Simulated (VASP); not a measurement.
# Au (R-3m) in VASP: a series of runs

The runs below take Au through single point, with PBE.

Program: VASP 6.6.1. These are calculated values, not measurements. Logs are shortened: lines on timing, memory, paths and dates and some standing lists are left out, and cuts for length are marked.

### Step 1. The cell of the first run

The structure is trigonal, space group R-3m (No. 166). Conventional cell: a = 7.346 Å, b = 7.346 Å, c = 19.788 Å, α = 90.00°, β = 90.00°, γ = 120.00°. Within 3.5 Å of Au (site symmetry m) lie 6 Au at 2.64 to 2.82 Å. Within 3.6 Å of Au (site symmetry m) lie 7 Au at 2.72 to 2.88 Å.

### Step 2. Single point, PBE

Input file INCAR:

```
SYSTEM = Au
ALGO = Normal
EDIFF = 1E-6
ENCUT = 520
GGA = PE
ISIF = 2
ISMEAR = 0
LASPH = .True.
LCHARG = .False.
LREAL = .False.
LWAVE = .False.
NBANDS = 78
NELM = 100
PREC = Accurate
SIGMA = 0.1
```

Input file KPOINTS:

```
k-points
0
Gamma
  6 6 6
  0 0 0
```

Input file POSCAR:

```
Au
1.0
    3.6730789883      2.1206531427      6.5958794123
   -3.6730789883      2.1206531427      6.5958794123
    0.0000000000     -4.2413062853      6.5958794123
Au
12
Direct
    0.0233969593      0.6388441703      0.0233969593
    0.0233969593      0.0233969593      0.6388441703
    0.6388441703      0.0233969593      0.0233969593
    0.9766030407      0.3611558297      0.9766030407
    0.3611558297      0.9766030407      0.9766030407
    0.9766030407      0.9766030407      0.3611558297
    0.2370687562      0.6076966650      0.2370687562
    0.2370687562      0.2370687562      0.6076966650
    0.6076966650      0.2370687562      0.2370687562
    0.7629312438      0.3923033350      0.7629312438
    0.3923033350      0.7629312438      0.7629312438
    0.7629312438      0.7629312438      0.3923033350
```

Potentials or basis: VASP PAW PBE potentials, release 64 (Au).

The run is started by

```bash
cat potpaw_PBE.64/Au/POTCAR > POTCAR
mpirun -np 1 vasp_std > vasp.out
```

OUTCAR:

```text
SYSTEM = Au
   EDIFF = 1E-6
   ENCUT = 520
   GGA = PE
   ISIF = 2
   ISMEAR = 0
   LASPH = .True.
   LREAL = .False.
   NELM = 100
   PREC = Accurate

 ion  position               nearest neighbor table
   1  0.023  0.639  0.023-   4 2.64  12 2.79  11 2.79   7 2.81   3 2.82   2 2.82
   2  0.023  0.023  0.639-   6 2.64  10 2.79  11 2.79   8 2.81   1 2.82   3 2.82
   3  0.639  0.023  0.023-   5 2.64  12 2.79  10 2.79   9 2.81   1 2.82   2 2.82
   4  0.977  0.361  0.977-   1 2.64   8 2.79   9 2.79  10 2.81   5 2.82   6 2.82
   5  0.361  0.977  0.977-   3 2.64   8 2.79   7 2.79  11 2.81   4 2.82   6 2.82
   6  0.977  0.977  0.361-   2 2.64   7 2.79   9 2.79  12 2.81   5 2.82   4 2.82
   7  0.237  0.608  0.237-   9 2.72   8 2.72   6 2.79   5 2.79   1 2.81  12 2.88  11 2.88
   8  0.237  0.237  0.608-   7 2.72   9 2.72   4 2.79   5 2.79   2 2.81  10 2.88  11 2.88
   9  0.608  0.237  0.237-   7 2.72   8 2.72   6 2.79   4 2.79   3 2.81  12 2.88  10 2.88
  10  0.763  0.392  0.763-  11 2.72  12 2.72   2 2.79   3 2.79   4 2.81   8 2.88   9 2.88
  11  0.392  0.763  0.763-  10 2.72  12 2.72   2 2.79   1 2.79   5 2.81   8 2.88   7 2.88
  12  0.763  0.763  0.392-  10 2.72  11 2.72   1 2.79   3 2.79   6 2.81   7 2.88   9 2.88

  LATTYP: Found a trigonal (rhomboedric) cell.
 ALAT       =     7.8418304131
 COS(alpha) =     0.5612110935

  Lattice vectors:

 A1 = (   3.6730789883,   2.1206531427,   6.5958794123)
 A2 = (  -3.6730789883,   2.1206531427,   6.5958794123)
 A3 = (   0.0000000000,  -4.2413062853,   6.5958794123)

Analysis of symmetry for initial positions (statically):
=====================================================================
 Subroutine PRICEL returns:
 Original cell was already a primitive cell.

 Routine SETGRP: Setting up the symmetry group for a
 trigonal (rhombohedral) supercell.

 Subroutine GETGRP returns: Found 12 space group operations
 (whereof 12 operations were pure point group operations)
 out of a pool of 12 trial point group operations.

The static configuration has the point symmetry D_3d.

Analysis of symmetry for dynamics (positions and initial velocities):
=====================================================================
 Subroutine PRICEL returns:
 Original cell was already a primitive cell.

 Routine SETGRP: Setting up the symmetry group for a
 trigonal (rhombohedral) supercell.

 Subroutine GETGRP returns: Found 12 space group operations
 (whereof 12 operations were pure point group operations)
 out of a pool of 12 trial point group operations.

The dynamic configuration has the point symmetry D_3d.

 Subroutine INISYM returns: Found 12 space group operations
 (whereof 12 operations are pure point group operations),
 and found     1 'primitive' translations

[... 130 lines left out ...]
   EFERMI_NEDOS =   21; number of points for ismear=-14 and -15
   IALGO  =     38    algorithm
   IMIX   =      4    mixing-type and parameters
     AMIX     =   0.40;   BMIX     =  1.00
     AMIX_MAG =   1.60;   BMIX_MAG =  1.00
  volume/ion in A,a.u.               =      25.69       173.36
  Fermi-wavevector in a.u.,A,eV,Ry     =   1.233933  2.331795 20.716098  1.522590
  Thomas-Fermi vector in A             =   2.368643
   LORBIT       =      0    0 simple, 1 ext, 2 COOP (PROOUT), +10 PAW based schemes
   GGA     = PE    functional components
   LHFCALC =     F    Hartree Fock is set to
   AEXX    =    0.0000 exact exchange contribution
   IVDW    =     0    specifies the selected vdW correction
   LEPSILON=     F    determine dielectric tensor
   LRPA    =     F    only Hartree local field effects (RPA)
 non-spin polarized calculation
 Gauss-broadening in eV      SIGMA  =   0.10
  energy-cutoff  :      520.00
  volume of cell :      308.26
 maximum number of plane-waves:      8334
 NGX is ok and might be reduce to    60
   NGX = 29   NGY = 29   NGZ = 29

 number of electron     132.0000001 magnetization

 Free energy of the ion-electron system (eV)
  ---------------------------------------------------
  ext. energy  EPLUGINS =         0.00000000
  ---------------------------------------------------
  free energy    TOTEN  =       -33.69254884 eV

  energy without entropy =      -33.67278134  energy(sigma->0) =      -33.68266509

 E-fermi :   3.9777     XC(G=0):  -9.9318

 val. band max:        3.9529459884   @ k =   0.3333   0.1667   0.1667
 cond. band min:       3.9787360957   @ k =   0.1667   0.1667   0.1667
 fundamental gap:      0.0257901073
 Fermi energy:         3.9777283700

 k-point     1 :       0.0000    0.0000    0.0000
  band No.  band energies     occupation
      1      -3.2641      2.00000
      2      -1.5098      2.00000
      3      -1.3839      2.00000
      4      -1.3143      2.00000
      5      -1.3143      2.00000
      6      -1.2424      2.00000
[... 1933 lines left out ...]
     77       8.9505      0.00000
     78       9.1265      0.00000

 [... further k-points ...]

------------------------ aborting loop because EDIFF is reached ----------------------------------------

  FORCE on cell =-STRESS in cart. coord.  units (eV):
  Direction    XX          YY          ZZ          XY          YZ          ZX
  --------------------------------------------------------------------------------------
  -------------------------------------------------------------------------------------
  Total       -0.2220949     -0.2220949     -0.2256797     -0.0000000     -0.0000000     -0.0000000
  in kB       -1.1543177     -1.1543177     -1.1729491     -0.0000000     -0.0000000     -0.0000000
  external PRESSURE =      -1.1605282 kB  Pullay stress =       0.0000000 kB

 VOLUME and BASIS-vectors are now :
 -----------------------------------------------------------------------------
  energy-cutoff  :      520.00
  volume of cell :      308.26
      direct lattice vectors                 reciprocal lattice vectors
     3.673078988  2.120653143  6.595879412     0.136125578  0.078592139  0.050536602
    -3.673078988  2.120653143  6.595879412    -0.136125578  0.078592139  0.050536602
     0.000000000 -4.241306285  6.595879412     0.000000000 -0.157184278  0.050536602

 POSITION                                       TOTAL-FORCE (eV/Angst)
 -----------------------------------------------------------------------------------
     -2.26059      1.30515      4.52239        -0.003173      0.001832      0.003889
      0.00000     -2.61030      4.52239         0.000000     -0.003664      0.003889
      2.26059      1.30515      4.52239         0.003173      0.001832      0.003889
      2.26059     -1.30515     15.26525         0.003173     -0.001832     -0.003889
     -2.26059     -1.30515     15.26525        -0.003173     -0.001832     -0.003889
      0.00000      2.61030     15.26525         0.000000      0.003664     -0.003889
     -1.36135      0.78597      7.13565         0.000304     -0.000176     -0.002022
      0.00000     -1.57195      7.13565         0.000000      0.000351     -0.002022
      1.36135      0.78597      7.13565        -0.000304     -0.000176     -0.002022
      1.36135     -0.78597     12.65199        -0.000304      0.000176      0.002022
     -1.36135     -0.78597     12.65199         0.000304      0.000176      0.002022
      0.00000      1.57195     12.65199         0.000000     -0.000351      0.002022
 -----------------------------------------------------------------------------------
    total drift:                               -0.000000     -0.000000      0.000000

  FREE ENERGIE OF THE ION-ELECTRON SYSTEM (eV)
  ---------------------------------------------------
  free  energy   TOTEN  =       -33.6925488448 eV

  energy  without entropy=      -33.6727813371  energy(sigma->0) =      -33.68266509
```

OSZICAR:

```text
N       E                     dE             d eps       ncg     rms          rms(c)
DAV:   1     0.856126044211E+03    0.85613E+03   -0.65303E+04  4992   0.157E+03
DAV:   2    -0.189820639095E+01   -0.85802E+03   -0.81359E+03  5502   0.328E+02
DAV:   3    -0.358392983191E+02   -0.33941E+02   -0.32758E+02  5538   0.582E+01
DAV:   4    -0.364929937810E+02   -0.65370E+00   -0.65217E+00  5426   0.826E+00
DAV:   5    -0.365084670065E+02   -0.15473E-01   -0.15471E-01  5532   0.124E+00    0.226E+01
DAV:   6    -0.338164926501E+02    0.26920E+01   -0.94225E+00  5228   0.127E+01    0.162E+01
DAV:   7    -0.337158864406E+02    0.10061E+00   -0.46622E-01  5196   0.360E+00    0.804E+00
DAV:   8    -0.336975534173E+02    0.18333E-01   -0.91258E-02  5412   0.281E+00    0.989E-01
DAV:   9    -0.336922802561E+02    0.52732E-02   -0.15346E-02  5266   0.129E+00    0.148E-01
DAV:  10    -0.336925542968E+02   -0.27404E-03   -0.36947E-03  5310   0.314E-01    0.731E-02
DAV:  11    -0.336925097976E+02    0.44499E-04   -0.32476E-04  5262   0.158E-01    0.361E-02
DAV:  12    -0.336925462350E+02   -0.36437E-04   -0.50169E-05  5178   0.274E-02    0.943E-03
DAV:  13    -0.336925478906E+02   -0.16556E-05   -0.47008E-06  4692   0.155E-02    0.288E-03
DAV:  14    -0.336925488448E+02   -0.95425E-06   -0.13655E-06  3160   0.425E-03
   1 F= -.33692549E+02 E0= -.33682665E+02  d E =-.197675E-01
```

It took 12 min on 1 thread of AMD EPYC 9R14 (Zen 4), shared host; peak memory 0.77 GiB.

Results:

- Free energy: -33.6925 eV
- Pressure: -0.1 GPa
- Largest force: 0.005 eV/Å
- Band gap on the k mesh: zero (band 66 reaches 4.39 eV, above the bottom of band 67 at 3.70 eV)

Forces in eV/Å, atoms in the order of the input:
```
Au  -0.003  0.002  0.004
Au   0.000 -0.004  0.004
Au   0.003  0.002  0.004
Au   0.003 -0.002 -0.004
Au  -0.003 -0.002 -0.004
Au   0.000  0.004 -0.004
Au   0.000  0.000 -0.002
Au   0.000  0.000 -0.002
Au   0.000  0.000 -0.002
Au   0.000  0.000  0.002
Au   0.000  0.000  0.002
Au   0.000  0.000  0.002
```

Caveat: spin-orbit coupling is left out, which moves the levels of the heavy elements.

### Step 3. Single point, PBE

This run uses another cell than the first one, of 19.31 Å³/atom, 0.752 times its volume.

Input file INCAR:

```
ALGO = Normal ; EDIFF = 1E-6
ENCUT = 520 ; GGA = PE
ISIF = 2 ; ISMEAR = 0
LASPH = True ; LCHARG = False
LREAL = False ; LWAVE = False
NBANDS = 78 ; NELM = 100
PREC = Accurate ; SIGMA = 0.1
```

Input file KPOINTS:

```
k-points
0
Gamma
  3 3 3
```

Input file POSCAR:

```
Au
1.0
    3.3977989482      1.9617201374      5.7946136720
   -3.3977989482      1.9617201374      5.7946136720
    0.0000000000     -3.9234402747      5.7946136720
Au
12
Direct
    0.0101900000      0.6536100000      0.0101900000
    0.0101900000      0.0101900000      0.6536100000
    0.6536100000      0.0101900000      0.0101900000
    0.9898100000      0.3463900000      0.9898100000
    0.3463900000      0.9898100000      0.9898100000
    0.9898100000      0.9898100000      0.3463900000
    0.2211800000      0.6306000000      0.2211800000
    0.2211800000      0.2211800000      0.6306000000
    0.6306000000      0.2211800000      0.2211800000
    0.7788200000      0.3694000000      0.7788200000
    0.3694000000      0.7788200000      0.7788200000
    0.7788200000      0.7788200000      0.3694000000
```

Potentials or basis: VASP PAW PBE potentials, release 64 (Au).

The run is started by

```bash
cat potpaw_PBE.64/Au/POTCAR > POTCAR
mpirun -np 1 vasp_std > vasp.out
```

OUTCAR:

```text
EDIFF = 1E-6
   ENCUT = 520
   GGA = PE
   ISIF = 2
   ISMEAR = 0
   LASPH = True
   LREAL = False
   NELM = 100
   PREC = Accurate

 ion  position               nearest neighbor table
   1  0.010  0.654  0.010-   4 2.31   2 2.42   3 2.42   7 2.49  12 2.50  11 2.50
   2  0.010  0.010  0.654-   6 2.31   3 2.42   1 2.42   8 2.49  10 2.50  11 2.50
   3  0.654  0.010  0.010-   5 2.31   2 2.42   1 2.42   9 2.49  12 2.50  10 2.50
   4  0.990  0.346  0.990-   1 2.31   6 2.42   5 2.42  10 2.49   8 2.50   9 2.50
   5  0.346  0.990  0.990-   3 2.31   6 2.42   4 2.42  11 2.49   8 2.50   7 2.50
   6  0.990  0.990  0.346-   2 2.31   4 2.42   5 2.42  12 2.49   9 2.50   7 2.50
   7  0.221  0.631  0.221-  11 2.47  12 2.47   1 2.49   5 2.50   6 2.50   8 2.78   9 2.78
   8  0.221  0.221  0.631-  10 2.47  11 2.47   2 2.49   4 2.50   5 2.50   7 2.78   9 2.78
   9  0.631  0.221  0.221-  10 2.47  12 2.47   3 2.49   4 2.50   6 2.50   8 2.78   7 2.78
  10  0.779  0.369  0.779-   9 2.47   8 2.47   4 2.49   3 2.50   2 2.50  12 2.78  11 2.78
  11  0.369  0.779  0.779-   7 2.47   8 2.47   5 2.49   1 2.50   2 2.50  12 2.78  10 2.78
  12  0.779  0.779  0.369-   7 2.47   9 2.47   6 2.49   3 2.50   1 2.50  10 2.78  11 2.78
[... 679 lines left out ...]

------------------------ aborting loop because EDIFF is reached ----------------------------------------

  FORCE on cell =-STRESS in cart. coord.  units (eV):
  Direction    XX          YY          ZZ          XY          YZ          ZX
  --------------------------------------------------------------------------------------
  -------------------------------------------------------------------------------------
  Total       85.7310524     85.7310524     99.8240548      0.0000000      0.0000000     -0.0000000
  in kB      592.7045651    592.7045651    690.1370198      0.0000000      0.0000000     -0.0000000
  external PRESSURE =     625.1820500 kB  Pullay stress =       0.0000000 kB

 VOLUME and BASIS-vectors are now :
 -----------------------------------------------------------------------------
  energy-cutoff  :      520.00
  volume of cell :      231.75
      direct lattice vectors                 reciprocal lattice vectors
     3.397798948  1.961720137  5.794613672     0.147154086  0.084959451  0.057524686
    -3.397798948  1.961720137  5.794613672    -0.147154086  0.084959451  0.057524686
     0.000000000 -3.923440275  5.794613672     0.000000000 -0.169918903  0.057524686

 POSITION                                       TOTAL-FORCE (eV/Angst)
 -----------------------------------------------------------------------------------
     -2.18621      1.26221      3.90551         3.014724     -1.740551     -1.014179
      0.00000     -2.52442      3.90551         0.000000      3.481103     -1.014179
      2.18621      1.26221      3.90551        -3.014724     -1.740551     -1.014179
      2.18621     -1.26221     13.47833        -3.014724      1.740551      1.014179
     -2.18621     -1.26221     13.47833         3.014724      1.740551      1.014179
      0.00000      2.52442     13.47833         0.000000     -3.481103      1.014179
     -1.39113      0.80317      6.21739         6.308864     -3.642424      1.563434
      0.00000     -1.60633      6.21739         0.000000      7.284849      1.563434
      1.39113      0.80317      6.21739        -6.308864     -3.642424      1.563434
      1.39113     -0.80317     11.16645        -6.308864      3.642424     -1.563434
     -1.39113     -0.80317     11.16645         6.308864      3.642424     -1.563434
      0.00000      1.60633     11.16645         0.000000     -7.284849     -1.563434
 -----------------------------------------------------------------------------------
    total drift:                               -0.000000      0.000000      0.000000

  FREE ENERGIE OF THE ION-ELECTRON SYSTEM (eV)
  ---------------------------------------------------
  free  energy   TOTEN  =       -19.8898495540 eV

  energy  without entropy=      -19.8762204967  energy(sigma->0) =      -19.88303503
```

OSZICAR:

```text
N       E                     dE             d eps       ncg     rms          rms(c)
DAV:   1     0.973250926918E+03    0.97325E+03   -0.68779E+04   936   0.164E+03
DAV:   2     0.140171324455E+02   -0.95923E+03   -0.91506E+03  1026   0.366E+02
DAV:   3    -0.224306241945E+02   -0.36448E+02   -0.35629E+02  1012   0.694E+01
DAV:   4    -0.229879088137E+02   -0.55728E+00   -0.55630E+00   984   0.834E+00
DAV:   5    -0.229989276350E+02   -0.11019E-01   -0.11018E-01   996   0.121E+00    0.625E+01
DAV:   6    -0.203347763615E+02    0.26642E+01   -0.60382E+00   948   0.107E+01    0.395E+01
DAV:   7    -0.199495626262E+02    0.38521E+00   -0.14896E+00   980   0.543E+00    0.443E+00
DAV:   8    -0.198916849534E+02    0.57878E-01   -0.26948E-01   948   0.318E+00    0.732E-01
DAV:   9    -0.198896128981E+02    0.20721E-02   -0.14921E-02   972   0.991E-01    0.120E-01
DAV:  10    -0.198897760637E+02   -0.16317E-03   -0.13317E-03   984   0.145E-01    0.532E-02
DAV:  11    -0.198898209594E+02   -0.44896E-04   -0.15267E-04   986   0.920E-02    0.427E-02
DAV:  12    -0.198898453587E+02   -0.24399E-04   -0.36918E-05   960   0.459E-02    0.639E-03
DAV:  13    -0.198898486257E+02   -0.32670E-05   -0.47621E-06   932   0.966E-03    0.290E-03
DAV:  14    -0.198898495540E+02   -0.92838E-06   -0.98585E-07   618   0.339E-03
   1 F= -.19889850E+02 E0= -.19883035E+02  d E =-.136291E-01
```

stdout:

```text
POSCAR found type information on POSCAR Au
 POSCAR found :  1 types and      12 ions
 scaLAPACK will be used
 LDA part: xc-table for (Slater+PW92), standard interpolation
 POSCAR, INCAR and KPOINTS ok, starting setup
 FFT: planning ... GRIDC
 FFT: planning ... GRID_SOFT
 FFT: planning ... GRID
 WAVECAR not read
 entering main loop
```

It took 2.8 min on 1 thread of Intel Xeon Platinum 8375C at 2.90GHz (Ice Lake), shared host; peak memory 0.41 GiB.

What came out:

| Quantity | Value |
| --- | --- |
| Free energy | -19.8898 eV |
| Pressure | 62.5 GPa |
| Largest force | 7.451 eV/Å |
| Band gap on the k mesh | zero (band 66 reaches 8.35 eV, above the bottom of band 67 at 7.19 eV) |

Forces on the atoms (eV/Å):
```
Au   3.015 -1.741 -1.014
Au   0.000  3.481 -1.014
Au  -3.015 -1.741 -1.014
Au  -3.015  1.741  1.014
Au   3.015  1.741  1.014
Au   0.000 -3.481  1.014
Au   6.309 -3.642  1.563
Au   0.000  7.285  1.563
Au  -6.309 -3.642  1.563
Au  -6.309  3.642 -1.563
Au   6.309  3.642 -1.563
Au   0.000 -7.285 -1.563
```

Stress tensor (GPa, compression positive):
```
59.27  0.00  0.00
 0.00 59.27  0.00
 0.00  0.00 69.01
```

Caveat: the k points lie up to 0.38 Å⁻¹ apart; spin-orbit coupling is left out, which moves the levels of the heavy elements; forces of over 1 eV/Å act on the atoms, so gaps and moduli don't describe the material at rest.
